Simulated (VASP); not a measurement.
# B (Fd-3m) in VASP: notebook, part 2 of 2

VASP 6.6.1.

### 4 Single point, r2SCAN

POSCAR

```
B
1.0
    0.0000000000      2.4917072867      2.4917072867
    2.4917072867      0.0000000000      2.4917072867
    2.4917072867      2.4917072867      0.0000000000
B
4
Direct
    0.0000000000      0.0000000000      0.0000000000
    0.5000000000      0.0000000000      0.0000000000
    0.0000000000      0.0000000000      0.5000000000
    0.0000000000      0.5000000000      0.0000000000
```

INCAR.step1

```
SYSTEM = B
ALGO = Normal
EDIFF = 1E-4
ENCUT = 520
GGA = PE
ISMEAR = -1
LASPH = .TRUE.
LCHARG = .FALSE.
LREAL = .FALSE.
LWAVE = .TRUE.
NBANDS = 14
NELM = 60
PREC = Accurate
SIGMA = 0.1
```

INCAR.step2

```
SYSTEM = B
ALGO = Normal
EDIFF = 1E-7
ENCUT = 520
ISIF = 2
ISMEAR = -1
ISTART = 1
LASPH = .TRUE.
LCHARG = .FALSE.
LMIXTAU = .TRUE.
LREAL = .FALSE.
LWAVE = .FALSE.
METAGGA = R2SCAN
NBANDS = 14
NELM = 60
PREC = Accurate
SIGMA = 0.1
```

KPOINTS

```
k-points
0
G
  8 8 8
  0 0 0
```

Potentials or basis: VASP PAW PBE potentials, release 64 (B).

Command:

```sh
$ cat potpaw_PBE.64/B/POTCAR > POTCAR
$ cp INCAR.step1 INCAR
$ mpirun -np 1 vasp_std > vasp.out
$ cp INCAR.step2 INCAR
$ mpirun -np 1 vasp_std > vasp.out
```

OUTCAR:

```text
SYSTEM = B
   EDIFF = 1E-7
   ENCUT = 520
   ISIF = 2
   ISMEAR = -1
   ISTART = 1
   LASPH = .TRUE.
   LREAL = .FALSE.
   METAGGA = R2SCAN
   NELM = 60
   PREC = Accurate

 ion  position               nearest neighbor table
   1  0.000  0.000  0.000-   2 1.76   3 1.76   4 1.76   3 1.76   4 1.76   2 1.76
   2  0.500  0.000  0.000-   1 1.76   3 1.76   4 1.76   1 1.76   3 1.76   4 1.76
   3  0.000  0.000  0.500-   1 1.76   1 1.76   2 1.76   4 1.76   4 1.76   2 1.76
   4  0.000  0.500  0.000-   1 1.76   3 1.76   1 1.76   2 1.76   3 1.76   2 1.76

  LATTYP: Found a face centered cubic cell.
 ALAT       =     4.9834145734

  Lattice vectors:

 A1 = (   0.0000000000,   2.4917072867,   2.4917072867)
 A2 = (   2.4917072867,   0.0000000000,   2.4917072867)
 A3 = (   2.4917072867,   2.4917072867,   0.0000000000)

Analysis of symmetry for initial positions (statically):
=====================================================================
 Subroutine PRICEL returns:
 Original cell was already a primitive cell.

 Routine SETGRP: Setting up the symmetry group for a
 face centered cubic supercell.

 Subroutine GETGRP returns: Found 48 space group operations
 (whereof 12 operations were pure point group operations)
 out of a pool of 48 trial point group operations.

The static configuration has the point symmetry D_3d.
 The point group associated with its full space group is O_h .

Analysis of symmetry for dynamics (positions and initial velocities):
=====================================================================
 Subroutine PRICEL returns:
 Original cell was already a primitive cell.

 Routine SETGRP: Setting up the symmetry group for a
 face centered cubic supercell.

 Subroutine GETGRP returns: Found 48 space group operations
 (whereof 12 operations were pure point group operations)
 out of a pool of 48 trial point group operations.

The dynamic configuration has the point symmetry D_3d.
 The point group associated with its full space group is O_h .

 Subroutine INISYM returns: Found 48 space group operations
 (whereof 12 operations are pure point group operations),
 and found     1 'primitive' translations

----------------------------------------------------------------------------------------

                                     Primitive cell

  volume of cell :      30.9401

  direct lattice vectors                    reciprocal lattice vectors
     0.000000000  2.491707287  2.491707287    -0.200665625  0.200665625  0.200665625
     2.491707287  0.000000000  2.491707287     0.200665625 -0.200665625  0.200665625
     2.491707287  2.491707287  0.000000000     0.200665625  0.200665625 -0.200665625

  length of vectors
     3.523806238  3.523806238  3.523806238     0.347563058  0.347563058  0.347563058

  position of ions in fractional coordinates (direct lattice)
     0.000000000  0.000000000  0.000000000
     0.500000000  0.000000000  0.000000000
     0.000000000  0.000000000  0.500000000
     0.000000000  0.500000000  0.000000000

  ion indices of the primitive-cell ions
   primitive index   ion index
                 1           1
                 2           2
                 3           3
                 4           4

----------------------------------------------------------------------------------------

 KPOINTS: k-points

Automatic generation of k-mesh.
[... 53 lines left out ...]
   ions per type =               4
   NGX,Y,Z   is equivalent  to a cutoff of  13.21, 13.21, 13.21 a.u.
   NGXF,Y,Z  is equivalent  to a cutoff of  26.42, 26.42, 26.42 a.u.
 SYSTEM =  B
   PREC   = accura    normal or accurate (medium, high low for compatibility)
   ISTART =      1    job   : 0-new  1-cont  2-samecut
   ICHARG =      0    charge: 1-file 2-atom 10-const
   ISPIN  =      1    spin polarized calculation?
   LNONCOLLINEAR =      F non collinear calculations
   LSORBIT =      F    spin-orbit coupling
   LASPH  =      T    aspherical Exc in radial PAW
   ENCUT  =  520.0 eV  38.22 Ry    6.18 a.u.   6.55  6.55  6.55*2*pi/ulx,y,z
   NELM   =     60;   NELMIN=  2; NELMDL=  0     # of ELM steps
   EDIFF  = 0.1E-06   stopping-criterion for ELM
   LREAL  =      F    real-space projection
   EDIFFG = 0.1E-05   stopping-criterion for IOM
   NSW    =      0    number of steps for IOM
   IBRION =     -1    ionic relax: 0-MD 1-quasi-New 2-CG
   NFREE  =      0    steps in history (QN), initial steepest desc. (CG)
   ISIF   =      2    stress and relaxation
   ISYM   =      2    0-nonsym 1-usesym 2-fastsym
   POTIM  = 0.5000    time-step for ionic-motion
   TEBEG  =    0.0;   TEEND  =   0.0 temperature during run
   PSTRESS=    0.0 pullay stress
   NELECT =      12.0000    total number of electrons
   NUPDOWN=      -1.0000    fix difference up-down
   EMIN   =  10.00;   EMAX   =-10.00  energy-range for DOS
   EFERMI =   0.00;   METHOD = LEGACY
   ISMEAR =    -1;   SIGMA  =   0.10  broadening in eV -4-tet -1-fermi 0-gaus
   EFERMI_NEDOS =   21; number of points for ismear=-14 and -15
   IALGO  =     38    algorithm
   IMIX   =      4    mixing-type and parameters
     AMIX     =   0.40;   BMIX     =  1.00
     AMIX_MAG =   1.60;   BMIX_MAG =  1.00
  volume/ion in A,a.u.               =       7.74        52.20
  Fermi-wavevector in a.u.,A,eV,Ry     =   1.193882  2.256111 19.393135  1.425355
  Thomas-Fermi vector in A             =   2.329886
   LORBIT       =      0    0 simple, 1 ext, 2 COOP (PROOUT), +10 PAW based schemes
   METAGGA = R2SCAN    functional components
   LHFCALC =     F    Hartree Fock is set to
   AEXX    =    0.0000 exact exchange contribution
   IVDW    =     0    specifies the selected vdW correction
   LEPSILON=     F    determine dielectric tensor
   LRPA    =     F    only Hartree local field effects (RPA)
 non-spin polarized calculation
  energy-cutoff  :      520.00
  volume of cell :       30.94
 maximum number of plane-waves:       869
 NGX is ok and might be reduce to    28
   NGX = 13   NGY = 13   NGZ = 13

 number of electron      12.0000000 magnetization

 Free energy of the ion-electron system (eV)
  ---------------------------------------------------
  ext. energy  EPLUGINS =         0.00000000
  ---------------------------------------------------
  free energy    TOTEN  =       -26.40220027 eV

  energy without entropy =      -26.38173349  energy(sigma->0) =      -26.39196688

 E-fermi :   5.2168     XC(G=0): -12.0548

 val. band max:        5.0691294033   @ k =   0.5000   0.1250   0.0000
 cond. band min:       5.2282740427   @ k =  -0.3750   0.1250   0.0000
 fundamental gap:      0.1591446394
 Fermi energy:         5.2167792526

 k-point     1 :       0.0000    0.0000    0.0000
  band No.  band energies     occupation
      1     -11.1703      2.00000
      2      -4.2492      2.00000
      3       1.9111      2.00000
      4       1.9111      2.00000
      5       1.9111      2.00000
      6       6.9754      0.00000
      7       6.9754      0.00000
      8       8.2475      0.00000
      9       8.2475      0.00000
     10       8.2475      0.00000
     11      12.3662      0.00000
     12      18.6696      0.00000
     13      18.6696      0.00000
     14      18.6696      0.00000
[... 377 lines left out ...]
      1      -8.4655      2.00000
      2      -6.6621      2.00000
      3      -2.5222      2.00000
      4       0.3499      2.00000
      5       2.3309      2.00000
      6       4.7700      1.97731
      7       6.3029      0.00004
      8       8.5323      0.00000
      9      11.7800      0.00000
     10      14.7583      0.00000
     11      17.1585      0.00000
     12      17.1634      0.00000
     13      18.4052      0.00000
     14      21.8317      0.00000

 [... further k-points ...]

------------------------ aborting loop because EDIFF is reached ----------------------------------------

  FORCE on cell =-STRESS in cart. coord.  units (eV):
  Direction    XX          YY          ZZ          XY          YZ          ZX
  --------------------------------------------------------------------------------------
  -------------------------------------------------------------------------------------
  Total       -0.0118437     -0.0118437     -0.0118437      0.0000000     -0.0000000      0.0000000
  in kB       -0.6133051     -0.6133051     -0.6133051      0.0000000     -0.0000000      0.0000000
  external PRESSURE =      -0.6133051 kB  Pullay stress =       0.0000000 kB

 VOLUME and BASIS-vectors are now :
 -----------------------------------------------------------------------------
  energy-cutoff  :      520.00
  volume of cell :       30.94
      direct lattice vectors                 reciprocal lattice vectors
     0.000000000  2.491707287  2.491707287    -0.200665625  0.200665625  0.200665625
     2.491707287  0.000000000  2.491707287     0.200665625 -0.200665625  0.200665625
     2.491707287  2.491707287  0.000000000     0.200665625  0.200665625 -0.200665625

 POSITION                                       TOTAL-FORCE (eV/Angst)
 -----------------------------------------------------------------------------------
      0.00000      0.00000      0.00000        -0.000000      0.000000     -0.000000
      0.00000      1.24585      1.24585         0.000000     -0.000000     -0.000000
      1.24585      1.24585      0.00000        -0.000000     -0.000000     -0.000000
      1.24585      0.00000      1.24585        -0.000000     -0.000000      0.000000
 -----------------------------------------------------------------------------------
    total drift:                               -0.000000     -0.000000     -0.000000

  FREE ENERGIE OF THE ION-ELECTRON SYSTEM (eV)
  ---------------------------------------------------
  free  energy   TOTEN  =       -26.4022002725 eV

  energy  without entropy=      -26.3817334872  energy(sigma->0) =      -26.39196688
```

Run time: 38 s. Hardware: 1 thread of Intel Xeon Platinum 8488C (Sapphire Rapids), shared host; peak memory 0.15 GiB.

Results:

```yaml
Free_energy: -26.4022 eV
Pressure: -0.1 GPa
Band_gap_on_the_k_mesh: zero (band 6 reaches 6.98 eV, above the bottom of band 7 at 3.23 eV)
```

Caveat: the PAW data sets were made with another functional, which shifts forces and pressure a little.
